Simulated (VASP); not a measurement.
Here is a VASP 6.6.1 calculation.

INCAR

```
ALGO = Normal
EDIFF = 1E-6
ENCUT = 750
GGA = PS
GGA_COMPAT = F
ISIF = 2
ISMEAR = -1
LASPH = T
LCHARG = F
LREAL = F
LWAVE = F
NBANDS = 8
NELM = 120
PREC = Accurate
SIGMA = 0.1
```

File KPOINTS:

```
k-points
0
Gamma
  8 8 8
```

File POSCAR:

```
Li
1.0
    0.0000000000      2.1622312861      2.1622312861
    2.1622312861      0.0000000000      2.1622312861
    2.1622312861      2.1622312861      0.0000000000
Li
1
Direct
    0.0000000000      0.0000000000      0.0000000000
```

Potentials or basis: VASP PAW PBE potentials, release 64 (Li_sv).

Run with:

```bash
$ cat potpaw_PBE.64/Li_sv/POTCAR > POTCAR
$ mpirun -np 1 vasp_std > vasp.out
```

Question: Predict the band gap on the k mesh.

Answer: Zero (an odd number of electrons rules out a gap without spin polarisation).

Question: Estimate the pressure.

Answer: -0.1 GPa.

Caveat: the PAW data sets were made with another functional, which shifts forces and pressure a little.
